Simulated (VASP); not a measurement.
# W (R-3m) in VASP: notebook, part 2 of 2

VASP 6.6.1. The steps go on from the part before.

## (3) Single point, LDA (17.27 Å³/atom)

File INCAR:

```
  PREC = Accurate
  ENCUT = 520
  EDIFF = 1E-6
  ISMEAR = 0
  SIGMA = 0.15
  LREAL = F
  LASPH = T
  NELM = 80
  ALGO = Fast
  ISIF = 2
  LWAVE = F
  LCHARG = F
  NBANDS = 13
```

File KPOINTS:

```
Automatic mesh
0
Gamma
  22 22 22
```

File POSCAR:

```
W
1.0
   -1.4127961675      1.6357462352      1.6357462352
    1.6357462352     -1.4127961675      1.6357462352
    1.6357462352      1.6357462352     -1.4127961675
W
1
Direct
    0.0000000000      0.0000000000      0.0000000000
```

Potentials or basis: VASP PAW LDA potentials, release 64 (W_sv).

The run is started by

```sh
$ cat potpaw_LDA.64/W_sv/POTCAR > POTCAR
$ mpirun -np 1 vasp_std > vasp.out
```

OUTCAR:

```text
PREC = Accurate
   ENCUT = 520
   EDIFF = 1E-6
   ISMEAR = 0
   LREAL = F
   LASPH = T
   NELM = 80
   ISIF = 2

 ion  position               nearest neighbor table
   1  0.000  0.000  0.000-

  LATTYP: Found a trigonal (rhomboedric) cell.
 ALAT       =     2.7105948614
 COS(alpha) =    -0.2648972803

  Lattice vectors:

 A1 = (  -1.4127961675,   1.6357462352,   1.6357462352)
 A2 = (   1.6357462352,  -1.4127961675,   1.6357462352)
 A3 = (   1.6357462352,   1.6357462352,  -1.4127961675)

Analysis of symmetry for initial positions (statically):
=====================================================================
 Subroutine PRICEL returns:
 Original cell was already a primitive cell.

 Routine SETGRP: Setting up the symmetry group for a
 trigonal (rhombohedral) supercell.

 Subroutine GETGRP returns: Found 12 space group operations
 (whereof 12 operations were pure point group operations)
 out of a pool of 12 trial point group operations.

The static configuration has the point symmetry D_3d.

[... 168 lines left out ...]
      1     -63.7453      2.00000
      2     -27.8680      2.00000
      3     -27.5010      2.00000
      4     -27.5010      2.00000
      5       1.0693      2.00000
      6       7.5498      2.00000
      7       7.5498      2.00000
      8      11.0231      0.00000
      9      12.8208      0.00000
     10      12.8208      0.00000
     11      23.6284      0.00000
     12      23.6284      0.00000
     13      26.9949      0.00000
[... 354 lines left out ...]
  band No.  band energies     occupation
      1     -63.6612      2.00000
      2     -28.6929      2.00000
      3     -27.7958      2.00000
      4     -27.4983      2.00000
      5       4.3705      2.00000
      6       6.6999      2.00000
      7       9.2424      2.00000
      8      12.8261      0.00000
      9      13.0318      0.00000
     10      14.0249      0.00000
     11      19.7682      0.00000
     12      22.9403      0.00000
     13      27.1840      0.00000

 [... further k-points ...]

------------------------ aborting loop because EDIFF is reached ----------------------------------------

  FORCE on cell =-STRESS in cart. coord.  units (eV):
  Direction    XX          YY          ZZ          XY          YZ          ZX
  --------------------------------------------------------------------------------------
  -------------------------------------------------------------------------------------
  Total       -2.3781468     -2.3781468     -2.3781468     -1.0761597     -1.0761597     -1.0761597
  in kB     -220.5750194   -220.5750194   -220.5750194    -99.8146734    -99.8146734    -99.8146734
  external PRESSURE =    -220.5750194 kB  Pullay stress =       0.0000000 kB

 VOLUME and BASIS-vectors are now :
 -----------------------------------------------------------------------------
  energy-cutoff  :      520.00
  volume of cell :       17.27
      direct lattice vectors                 reciprocal lattice vectors
    -1.412796168  1.635746235  1.635746235    -0.039346575  0.288679041  0.288679041
     1.635746235 -1.412796168  1.635746235     0.288679041 -0.039346575  0.288679041
     1.635746235  1.635746235 -1.412796168     0.288679041  0.288679041 -0.039346575

 POSITION                                       TOTAL-FORCE (eV/Angst)
 -----------------------------------------------------------------------------------
      0.00000      0.00000      0.00000        -0.000000      0.000000      0.000000
 -----------------------------------------------------------------------------------
    total drift:                                0.000000     -0.000000      0.000000

  FREE ENERGIE OF THE ION-ELECTRON SYSTEM (eV)
  ---------------------------------------------------
  free  energy   TOTEN  =       -13.7063397204 eV

  energy  without entropy=      -13.6994734024  energy(sigma->0) =      -13.70290656
```

stdout:

```text
POSCAR found type information on POSCAR W
 POSCAR found :  1 types and       1 ions
 scaLAPACK will be used
 LDA part: xc-table for (Slater(with rela. corr.)+CA(PZ))
 , standard interpolation
 POSCAR, INCAR and KPOINTS ok, starting setup
 FFT: planning ... GRIDC
 FFT: planning ... GRID_SOFT
 FFT: planning ... GRID
 WAVECAR not read
 entering main loop
WARNING in EDDRMM: call to ZHEGV failed, returncode =   8  4     13
WARNING in EDDRMM: call to ZHEGV failed, returncode =   6  3     11
```

It took 4 min on 1 thread of Intel Xeon 8259CL, shared host; peak memory 0.3 GiB.

What came out:

```
Free energy            : -13.7063 eV
Pressure               : -22.1 GPa
Band gap on the k mesh : zero (bands 7 and 8 overlap by 2.63 eV)
```

Stress tensor (GPa, compression positive):
```
-22.06  -9.98  -9.98
 -9.98 -22.06  -9.98
 -9.98  -9.98 -22.06
```

Levels at points of the mesh, in eV from the Fermi level:
| k point | band 4 | band 5 | band 6 | band 7 | band 8 | band 9 | band 10 | band 11 |
| --- | --- | --- | --- | --- | --- | --- | --- | --- |
| (0.00, 0.00, 0.00) | -37.73 | -9.15 | -2.67 | -2.67 | 0.80 | 2.60 | 2.60 | 13.40 |
| (0.50, 0.00, 0.00) | -37.71 | -5.91 | -3.61 | -0.32 | 2.51 | 2.92 | 3.66 | 9.32 |
| (0.50, 0.50, 0.00) | -37.80 | -5.77 | -3.43 | 1.57 | 1.63 | 1.80 | 6.16 | 9.52 |
| (0.50, 0.50, 0.50) | -38.45 | -5.30 | -5.30 | 1.36 | 5.79 | 5.79 | 6.85 | 8.44 |

Caveat: the cell stands under tension; spin-orbit coupling is left out, which moves the levels of the heavy elements.

## (4) Single point, LDA (15.42 Å³/atom)

This run uses another cell than the first one, of 15.42 Å³/atom.

File INCAR:

```
PREC = Accurate ; ENCUT = 520
EDIFF = 1E-6 ; ISMEAR = 0
SIGMA = 0.15 ; LREAL = F
LASPH = T ; NELM = 100
ALGO = Fast ; ISIF = 2
LWAVE = F ; LCHARG = T
LELF = T ; LVHAR = T
NBANDS = 13
```

File KPOINTS:

```
regular mesh
0
Gamma
  22 22 22
```

File POSCAR:

```
W
1.0
   -1.3604091287      1.5750921200      1.5750921200
    1.5750921200     -1.3604091287      1.5750921200
    1.5750921200      1.5750921200     -1.3604091287
W
1
Direct
    0.0000000000      0.0000000000      0.0000000000
```

The run is started by

```sh
$ cat potpaw_LDA.64/W_sv/POTCAR > POTCAR
$ mpirun -np 1 vasp_std > vasp.out
```

Run time: 3.4 min. Hardware: 1 thread of Intel Xeon 8259CL, shared host; peak memory 0.29 GiB.

It converged, with:

```
Free energy            : -13.7948 eV
Pressure               : 9.9 GPa
Band gap on the k mesh : zero (bands 7 and 8 overlap by 3.17 eV)
```

Stress tensor (GPa, compression positive):
```
  9.88 -15.10 -15.10
-15.10   9.88 -15.10
-15.10 -15.10   9.88
```

Levels at points of the mesh, in eV from the Fermi level:
```tsv
k point	band 5	band 6	band 7	band 8	band 9	band 10
(0.00, 0.00, 0.00)	-9.80	-3.11	-3.11	0.90	2.96	2.96
(0.50, 0.00, 0.00)	-6.56	-4.20	-0.11	2.95	3.41	4.34
(0.50, 0.50, 0.00)	-6.61	-3.96	1.90	2.00	2.07	7.24
(0.50, 0.50, 0.50)	-6.21	-6.21	1.59	6.78	6.78	7.19
```

Caveat: the cell stands under pressure; spin-orbit coupling is left out, which moves the levels of the heavy elements.

## (5) Summary

| cell | further INCAR settings | gap on the mesh (eV) | pressure (GPa) |
| --- | --- | --- | --- |
| a = 3.304 Å, angles 116.4°, 1 atom | ALGO = Fast; EDIFF = 1e-07; NBANDS = 13 | none | 116.3 |
| a = 2.711 Å, angles 105.4°, 1 atom | ALGO = Fast; EDIFF = 1e-06; NBANDS = 13 | none | -22.1 |
| a = 2.610 Å, angles 105.4°, 1 atom | ALGO = Fast; EDIFF = 1e-06; NBANDS = 13 | none | 9.9 |

Alike in all rows: task single point; level LDA; potentials or basis VASP PAW LDA potentials, release 64 (W_sv); no spin polarisation; k mesh 22 × 22 × 22; cutoff (eV) 520; smearing gaussian 0.15 eV.

Caveats: spin-orbit coupling is left out, which moves the levels of the heavy elements; the cell stands under pressure (at least some runs); atoms lie so close that the PAW spheres overlap strongly, which falsifies energies and pressures (at least some runs); the cell stands under tension (at least some runs).

Total energies depend on the potentials used, so only differences within one code and one set of settings carry meaning.
